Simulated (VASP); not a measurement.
# Be (P6_3/mmc) in VASP: further runs

Be is run at these levels: PBEsol; tasks: relaxation of cell and atoms.

All numbers are computed with VASP 6.6.1; they aren't measurements. Logs are shortened: lines on timing, memory, paths and dates and some standing lists are left out, and cuts for length are marked.

## 1. The cell of the first run

Symmetry: P6_3/mmc, No. 194, hexagonal system. The conventional cell has a = 2.255 Å, b = 2.255 Å, c = 3.558 Å, α = 90.00°, β = 90.00°, γ = 120.00°. Be (site symmetry -6m2) has 12 Be at 2.20 to 2.26 Å within 2.9 Å.

## 2. Relaxation of cell and atoms, PBEsol

Contents of INCAR:

```
PREC = Accurate
ENCUT = 600
EDIFF = 1E-6
ISMEAR = -1
SIGMA = 0.15
LREAL = False
LASPH = True
NELM = 100
ALGO = Fast
ISIF = 3
LWAVE = False
LCHARG = False
GGA = PS
IBRION = 2
NSW = 80
EDIFFG = -0.001
```

Contents of KPOINTS:

```
regular mesh
0
Gamma
  21 21 12
```

Contents of POSCAR:

```
Be
1.0
    2.2550681434      0.0000000000      0.0000000000
   -1.1275340717      1.9529462995      0.0000000000
    0.0000000000      0.0000000000      3.5583492359
Be
2
Direct
    0.3333333333      0.6666666667      0.2500000000
    0.6666666667      0.3333333333      0.7500000000
```

Potentials or basis: VASP PAW PBE potentials, release 64 (Be).

Started as:

```
$ cat potpaw_PBE.64/Be/POTCAR > POTCAR
$ mpirun -np 1 vasp_std > vasp.out
```

OUTCAR:

```text
PREC = Accurate
   ENCUT = 600
   EDIFF = 1E-6
   ISMEAR = -1
   LREAL = False
   LASPH = True
   NELM = 100
   ISIF = 3
   GGA = PS
   IBRION = 2
   NSW = 80
   EDIFFG = -0.001

 ion  position               nearest neighbor table
   1  0.333  0.667  0.250-   2 2.20   2 2.20   2 2.20   2 2.20   2 2.20   2 2.20
   2  0.667  0.333  0.750-   1 2.20   1 2.20   1 2.20   1 2.20   1 2.20   1 2.20

  LATTYP: Found a hexagonal cell.
 ALAT       =     2.2550681434
 C/A-ratio  =     1.5779342395

  Lattice vectors:

 A1 = (   2.2550681434,   0.0000000000,   0.0000000000)
 A2 = (  -1.1275340717,   1.9529462995,   0.0000000000)
 A3 = (   0.0000000000,   0.0000000000,   3.5583492359)

Analysis of symmetry for initial positions (statically):
=====================================================================
 Subroutine PRICEL returns:
 Original cell was already a primitive cell.

 Routine SETGRP: Setting up the symmetry group for a
 hexagonal supercell.

 Subroutine GETGRP returns: Found 24 space group operations
 (whereof 12 operations were pure point group operations)
 out of a pool of 24 trial point group operations.

The static configuration has the point symmetry D_3d.
 The point group associated with its full space group is D_6h.

Analysis of symmetry for dynamics (positions and initial velocities):
=====================================================================
 Subroutine PRICEL returns:
 Original cell was already a primitive cell.

 Routine SETGRP: Setting up the symmetry group for a
 hexagonal supercell.

 Subroutine GETGRP returns: Found 24 space group operations
 (whereof 12 operations were pure point group operations)
 out of a pool of 24 trial point group operations.

The dynamic configuration has the point symmetry D_3d.
 The point group associated with its full space group is D_6h.

 Subroutine INISYM returns: Found 24 space group operations
 (whereof 12 operations are pure point group operations),
 and found     1 'primitive' translations

----------------------------------------------------------------------------------------

                                     Primitive cell

  volume of cell :      15.6711

  direct lattice vectors                    reciprocal lattice vectors
     2.255068143  0.000000000  0.000000000     0.443445580  0.256023425  0.000000000
    -1.127534072  1.952946299  0.000000000     0.000000000  0.512046850  0.000000000
     0.000000000  0.000000000  3.558349236     0.000000000  0.000000000  0.281029189

  length of vectors
     2.255068143  2.255068143  3.558349236     0.512046850  0.512046850  0.281029189

  position of ions in fractional coordinates (direct lattice)
     0.333333333  0.666666667  0.250000000
     0.666666667  0.333333333  0.750000000

  ion indices of the primitive-cell ions
   primitive index   ion index
                 1           1
                 2           2

----------------------------------------------------------------------------------------

 KPOINTS: regular mesh

Automatic generation of k-mesh.
 Grid dimensions read from file:
 generate k-points for:   21   21   12

 Generating k-lattice:

  Cartesian coordinates                     Fractional coordinates (reciprocal lattice)
     0.021116456  0.012191592  0.000000000     0.047619048  0.000000000  0.000000000
     0.000000000  0.024383183  0.000000000     0.000000000  0.047619048  0.000000000
     0.000000000  0.000000000  0.023419099     0.000000000  0.000000000  0.083333333

  Length of vectors
     0.024383183  0.024383183  0.023419099

  Shift w.r.t. Gamma in fractional coordinates (k-lattice)
     0.000000000  0.000000000  0.000000000

 Subroutine IBZKPT returns following result:
 ===========================================

 Found    336 irreducible k-points:

 Following reciprocal coordinates:
            Coordinates               Weight
  0.000000  0.000000  0.000000      1.000000
  0.047619  0.000000  0.000000      6.000000
  0.095238  0.000000  0.000000      6.000000
  0.142857  0.000000  0.000000      6.000000
  0.190476  0.000000  0.000000      6.000000
  0.238095 -0.000000  0.000000      6.000000
[... 16 lines left out ...]
  0.142857  0.095238  0.000000     12.000000
  0.190476  0.095238  0.000000     12.000000
 [... further k-points ...]
   k-points           NKPTS =    336   k-points in BZ     NKDIM =    336   number of bands    NBANDS=      6
   number of dos      NEDOS =    301   number of ions     NIONS =      2
   total plane-waves  NPLWV =   9072
   dimension x,y,z NGX =    18 NGY =   18 NGZ =   28
   dimension x,y,z NGXF=    36 NGYF=   36 NGZF=   56
   ions per type =               2
   NGX,Y,Z   is equivalent  to a cutoff of  13.27, 13.27, 13.08 a.u.
   NGXF,Y,Z  is equivalent  to a cutoff of  26.54, 26.54, 26.16 a.u.
 SYSTEM =  unknown system
   PREC   = accura    normal or accurate (medium, high low for compatibility)
   ISTART =      0    job   : 0-new  1-cont  2-samecut
   ICHARG =      2    charge: 1-file 2-atom 10-const
   ISPIN  =      1    spin polarized calculation?
   LNONCOLLINEAR =      F non collinear calculations
   LSORBIT =      F    spin-orbit coupling
   LASPH  =      T    aspherical Exc in radial PAW
   ENCUT  =  600.0 eV  44.10 Ry    6.64 a.u.   4.50  4.50  7.11*2*pi/ulx,y,z
   NELM   =    100;   NELMIN=  2; NELMDL= -5     # of ELM steps
   EDIFF  = 0.1E-05   stopping-criterion for ELM
   LREAL  =      F    real-space projection
   EDIFFG = -.1E-02   stopping-criterion for IOM
   NSW    =     80    number of steps for IOM
   IBRION =      2    ionic relax: 0-MD 1-quasi-New 2-CG
   NFREE  =      1    steps in history (QN), initial steepest desc. (CG)
   ISIF   =      3    stress and relaxation
   ISYM   =      2    0-nonsym 1-usesym 2-fastsym
   POTIM  = 0.5000    time-step for ionic-motion
   TEBEG  =    0.0;   TEEND  =   0.0 temperature during run
   PSTRESS=    0.0 pullay stress
   NELECT =       4.0000    total number of electrons
   NUPDOWN=      -1.0000    fix difference up-down
   EMIN   =  10.00;   EMAX   =-10.00  energy-range for DOS
   EFERMI =   0.00;   METHOD = LEGACY
   ISMEAR =    -1;   SIGMA  =   0.15  broadening in eV -4-tet -1-fermi 0-gaus
   EFERMI_NEDOS =   21; number of points for ismear=-14 and -15
   IALGO  =     68    algorithm
   IMIX   =      4    mixing-type and parameters
     AMIX     =   0.40;   BMIX     =  1.00
     AMIX_MAG =   1.60;   BMIX_MAG =  1.00
  volume/ion in A,a.u.               =       7.84        52.88
  Fermi-wavevector in a.u.,A,eV,Ry     =   1.038473  1.962430 14.672886  1.078427
  Thomas-Fermi vector in A             =   2.172959
   LORBIT       =      0    0 simple, 1 ext, 2 COOP (PROOUT), +10 PAW based schemes
   GGA     = PS    functional components
   LHFCALC =     F    Hartree Fock is set to
   AEXX    =    0.0000 exact exchange contribution
   IVDW    =     0    specifies the selected vdW correction
   LEPSILON=     F    determine dielectric tensor
   LRPA    =     F    only Hartree local field effects (RPA)
 conjugate gradient relaxation of ions
 non-spin polarized calculation
 RMM-DIIS sequential band-by-band and
  energy-cutoff  :      600.00
  volume of cell :       15.67
 maximum number of plane-waves:       539
 NGX is ok and might be reduce to    18
   NGX =  9   NGY =  9   NGZ = 15

--------------------------------------- Ionic step        1  -------------------------------------------

 number of electron       4.0000000 magnetization

 Free energy of the ion-electron system (eV)
  ---------------------------------------------------
  ext. energy  EPLUGINS =         0.00000000
  ---------------------------------------------------
  free energy    TOTEN  =        -7.99976872 eV

  energy without entropy =       -7.98734829  energy(sigma->0) =       -7.99355851

------------------------ aborting loop because EDIFF is reached ----------------------------------------

  FORCE on cell =-STRESS in cart. coord.  units (eV):
  Direction    XX          YY          ZZ          XY          YZ          ZX
  --------------------------------------------------------------------------------------
  -------------------------------------------------------------------------------------
  Total        0.0486187      0.0486187      0.0235801      0.0000000      0.0000000      0.0000000
  in kB        4.9706759      4.9706759      2.4107831      0.0000000      0.0000000      0.0000000
  external PRESSURE =       4.1173783 kB  Pullay stress =       0.0000000 kB
[... 93 lines left out ...]
  energy  without entropy=       -7.9873758734  energy(sigma->0) =       -7.99360849

--------------------------------------- Ionic step        4  -------------------------------------------

 number of electron       4.0000000 magnetization

 Free energy of the ion-electron system (eV)
  ---------------------------------------------------
  ext. energy  EPLUGINS =         0.00000000
  ---------------------------------------------------
  free energy    TOTEN  =        -7.99984135 eV

  energy without entropy =       -7.98737164  energy(sigma->0) =       -7.99360650

 E-fermi :   7.1071     XC(G=0): -10.6265

 val. band max:        7.0936838445   @ k =   0.3333   0.0476   0.0000
 cond. band min:       7.1092905961   @ k =   0.3333   0.2857   0.0833
 fundamental gap:      0.0156067515
 Fermi energy:         7.1071146420

 k-point     1 :       0.0000    0.0000    0.0000
  band No.  band energies     occupation
      1      -4.3131      2.00000
      2       2.5699      2.00000
      3       8.1857      0.00151
      4      23.1503      0.00000
      5      23.1503      0.00000
      6      26.0007      0.00000

 k-point     2 :       0.0476    0.0000    0.0000
  band No.  band energies     occupation
      1      -4.2480      2.00000
      2       2.6558      2.00000
      3       8.2045      0.00133
      4      22.5937      0.00000
      5      22.7196      0.00000
      6      26.0099      0.00000
[... 190 lines left out ...]
 k-point    24 :       0.1905    0.0952    0.0000
  band No.  band energies     occupation
      1      -2.4833      2.00000
      2       4.9625      2.00000
      3       8.4750      0.00022
      4      15.3184      0.00000
      5      17.6190      0.00000
      6      23.4135      0.00000

 [... further k-points ...]
[... 5 lines left out ...]
  --------------------------------------------------------------------------------------
  -------------------------------------------------------------------------------------
  Total        0.0001805      0.0001805     -0.0005440     -0.0000000      0.0000000      0.0000000
  in kB        0.0183871      0.0183871     -0.0554281     -0.0000000      0.0000000      0.0000000
  external PRESSURE =      -0.0062180 kB  Pullay stress =       0.0000000 kB
[... 17 lines left out ...]
  FREE ENERGIE OF THE ION-ELECTRON SYSTEM (eV)
  ---------------------------------------------------
  free  energy   TOTEN  =        -7.9998413526 eV

  energy  without entropy=       -7.9873716377  energy(sigma->0) =       -7.99360650

 reached required accuracy - stopping structural energy minimisation
```

It took 33 s on 1 thread of Intel Xeon Platinum 8488C (Sapphire Rapids), shared host; peak memory 0.15 GiB.

Results:

* Free energy: -7.9998 eV
* Relaxed volume: 7.86 Å³/atom
* Relaxed cell: a = 2.258 Å, b = 2.258 Å, c = 3.560 Å, α = 90.00°, β = 90.00°, γ = 120.00°
* Space group after relaxing (to 0.1 Å): P6_3/mmc (No. 194)
* Energy gained by relaxing: 0.0 meV/atom
* Ionic steps: 4
* Pressure after relaxing: 0.0 GPa
* Band gap on the k mesh: zero (bands 2 and 3 overlap by 2.09 eV)

Final structure:
```
Be
1.0
     2.25826    0.00000    0.00000
    -1.12913    1.95571    0.00000
     0.00000    0.00000    3.56028
Be
2
Cartesian
  0.0000 1.3038 0.8901
  1.1291 0.6519 2.6702
```

Caveat: the PAW data sets were made with another functional, which shifts forces and pressure a little. Zero-point motion and thermal expansion aren't in these numbers.

## 3. Relaxation of cell and atoms, PBEsol

This run uses another cell than the first one, of 8.11 Å³/atom.

Contents of INCAR:

```
SYSTEM = Be
PREC     = Accurate       ! precision mode
ENCUT    = 600            ! plane-wave cutoff, eV
EDIFF    = 1E-6           ! SCF threshold, eV
ISMEAR   = 0              ! smearing method
SIGMA    = 0.1            ! smearing width, eV
LREAL    = .False.        ! projectors in reciprocal space
LASPH    = .True.         ! aspherical terms in the spheres
NELM     = 80             ! most SCF steps
ALGO     = Normal         ! electronic algorithm
ISIF     = 3              ! what is computed and relaxed
LWAVE    = .False.        ! write WAVECAR
LCHARG   = .False.        ! write CHGCAR
GGA      = PS             ! functional
IBRION   = 2              ! ionic algorithm
NSW      = 100            ! ionic steps
EDIFFG   = -0.005         ! ionic threshold
```

Contents of KPOINTS:

```
Automatic mesh
0
Gamma
  21 21 12
  0 0 0
```

Contents of POSCAR:

```
Be
1.0
    2.2853000000      0.0000000000      0.0000000000
   -1.1426500000      1.9791278553      0.0000000000
    0.0000000000      0.0000000000      3.5842000000
Be
2
Direct
    0.3333333333      0.6666666667      0.2500000000
    0.6666666667      0.3333333333      0.7500000000
```

Potentials or basis: VASP PAW PBE potentials, release 64 (Be).

Started as:

```
$ cat potpaw_PBE.64/Be/POTCAR > POTCAR
$ mpirun -np 1 vasp_std > vasp.out
```

OUTCAR:

```text
SYSTEM = Be
   PREC = Accurate
   ENCUT = 600
   EDIFF = 1E-6
   ISMEAR = 0
   LREAL = .False.
   LASPH = .True.
   NELM = 80
   ISIF = 3
   GGA = PS
   IBRION = 2
   NSW = 100
   EDIFFG = -0.005

 ion  position               nearest neighbor table
   1  0.333  0.667  0.250-   2 2.23   2 2.23   2 2.23   2 2.23   2 2.23   2 2.23
   2  0.667  0.333  0.750-   1 2.23   1 2.23   1 2.23   1 2.23   1 2.23   1 2.23

  LATTYP: Found a hexagonal cell.
 ALAT       =     2.2853000000
 C/A-ratio  =     1.5683717674

  Lattice vectors:

 A1 = (   2.2853000000,   0.0000000000,   0.0000000000)
 A2 = (  -1.1426500000,   1.9791278553,   0.0000000000)
 A3 = (   0.0000000000,   0.0000000000,   3.5842000000)

Analysis of symmetry for initial positions (statically):
=====================================================================
 Subroutine PRICEL returns:
 Original cell was already a primitive cell.

 Routine SETGRP: Setting up the symmetry group for a
 hexagonal supercell.

 Subroutine GETGRP returns: Found 24 space group operations
 (whereof 12 operations were pure point group operations)
 out of a pool of 24 trial point group operations.
[... 169 lines left out ...]

  FORCE on cell =-STRESS in cart. coord.  units (eV):
  Direction    XX          YY          ZZ          XY          YZ          ZX
  --------------------------------------------------------------------------------------
  -------------------------------------------------------------------------------------
  Total       -0.4136016     -0.4136016     -0.2584675      0.0000000      0.0000000      0.0000000
  in kB      -40.8774179    -40.8774179    -25.5450812      0.0000000      0.0000000      0.0000000
  external PRESSURE =     -35.7666390 kB  Pullay stress =       0.0000000 kB
[... 131 lines left out ...]
--------------------------------------- Ionic step        5  -------------------------------------------

 number of electron       4.0000000 magnetization

 Free energy of the ion-electron system (eV)
  ---------------------------------------------------
  ext. energy  EPLUGINS =         0.00000000
  ---------------------------------------------------
  free energy    TOTEN  =        -7.99312439 eV

  energy without entropy =       -7.99161968  energy(sigma->0) =       -7.99237203

 E-fermi :   7.1043     XC(G=0): -10.6298

 val. band max:        7.1019689739   @ k =   0.3333   0.0476   0.0000
 cond. band min:       7.1234408965   @ k =   0.3333   0.2857   0.0833
 fundamental gap:      0.0214719226
 Fermi energy:         7.1042633027

 k-point     1 :       0.0000    0.0000    0.0000
  band No.  band energies     occupation
      1      -4.3103      2.00000
      2       2.5667      2.00000
      3       8.1820      0.00000
      4      23.1902      0.00000
      5      23.1902      0.00000
      6      26.0375      0.00000
[... 199 lines left out ...]
 k-point    24 :       0.1905    0.0952    0.0000
  band No.  band energies     occupation
      1      -2.4788      2.00000
      2       4.9627      2.00000
      3       8.4745      0.00000
      4      15.3439      0.00000
      5      17.6485      0.00000
      6      23.4364      0.00000

 [... further k-points ...]
[... 5 lines left out ...]
  --------------------------------------------------------------------------------------
  -------------------------------------------------------------------------------------
  Total        0.0053900      0.0053900      0.0092241      0.0000000     -0.0000000      0.0000000
  in kB        0.5497686      0.5497686      0.9408432      0.0000000     -0.0000000      0.0000000
  external PRESSURE =       0.6801268 kB  Pullay stress =       0.0000000 kB
[... 17 lines left out ...]
  FREE ENERGIE OF THE ION-ELECTRON SYSTEM (eV)
  ---------------------------------------------------
  free  energy   TOTEN  =        -7.9931243869 eV

  energy  without entropy=       -7.9916196770  energy(sigma->0) =       -7.99237203

 reached required accuracy - stopping structural energy minimisation
```

OSZICAR:

```text
N       E                     dE             d eps       ncg     rms          rms(c)
DAV:   1    -0.243617679959E+01   -0.24362E+01   -0.19009E+03  4050   0.608E+02
DAV:   2    -0.798058441363E+01   -0.55444E+01   -0.53648E+01  6072   0.706E+01
DAV:   3    -0.801816149095E+01   -0.37577E-01   -0.37395E-01  5454   0.521E+00
[... 19 lines left out ...]
DAV:   2    -0.799309059217E+01   -0.11198E-06   -0.15477E-08  3162   0.134E-03
   4 F= -.79930906E+01 E0= -.79923312E+01  d E =-.595532E-02
       N       E                     dE             d eps       ncg     rms          rms(c)
DAV:   1    -0.799312496170E+01   -0.34482E-04   -0.36546E-04  5130   0.131E-01    0.722E-03
DAV:   2    -0.799312438695E+01    0.57475E-06   -0.16510E-06  4812   0.120E-02
   5 F= -.79931244E+01 E0= -.79923720E+01  d E =-.337948E-04
```

CONTCAR:

```text
Be
   1.00000000000000
     2.2568145118052492    0.0000000000000000    0.0000000000000000
    -1.1284072559026246    1.9544586988829695   -0.0000000000000000
     0.0000000000000000   -0.0000000000000000    3.5611802367062277
  Be
     2
Direct
     0.3333333332999970    0.6666666667000030    0.2500000000000000
     0.6666666667000030    0.3333333332999970    0.7500000000000000

  0.00000000E+00  0.00000000E+00  0.00000000E+00
  0.00000000E+00  0.00000000E+00  0.00000000E+00
```

Wall time 32 s (1 thread of Intel Xeon Platinum 8488C (Sapphire Rapids), shared host); peak memory 0.15 GiB.

Results:

| Quantity | Value |
| --- | --- |
| Free energy | -7.9931 eV |
| Relaxed volume | 7.85 Å³/atom |
| Relaxed cell | a = 2.257 Å, b = 2.257 Å, c = 3.561 Å, α = 90.00°, β = 90.00°, γ = 120.00° |
| Space group after relaxing (to 0.1 Å) | P6_3/mmc (No. 194) |
| Energy gained by relaxing | 3.0 meV/atom |
| Ionic steps | 5 |
| Pressure after relaxing | 0.1 GPa |
| Band gap on the k mesh | zero (bands 2 and 3 overlap by 2.09 eV) |

Step by step:
```
step  energy change (eV)  largest force (eV/Å)  pressure (GPa)  volume (Å³)
   1              0.0000                0.0000           -3.58        16.21
   2             -0.0058                0.0000           -0.55        15.79
   3             -0.0060                0.0000            0.04        15.71
   4             -0.0060                0.0000            0.12        15.70
   5             -0.0060                0.0000            0.07        15.71
```

Final structure:
```yaml
crystal:
  lattice:
    - [2.25681, 0.00000, 0.00000]
    - [-1.12841, 1.95446, 0.00000]
    - [0.00000, 0.00000, 3.56118]
  atoms:
    - { symbol: Be, position: [0.33333, 0.66667, 0.25000] }
    - { symbol: Be, position: [0.66667, 0.33333, 0.75000] }
```

Caveat: the PAW data sets were made with another functional, which shifts forces and pressure a little.

The gap in the log of VASP goes by the Fermi energy; the results here count the filled bands.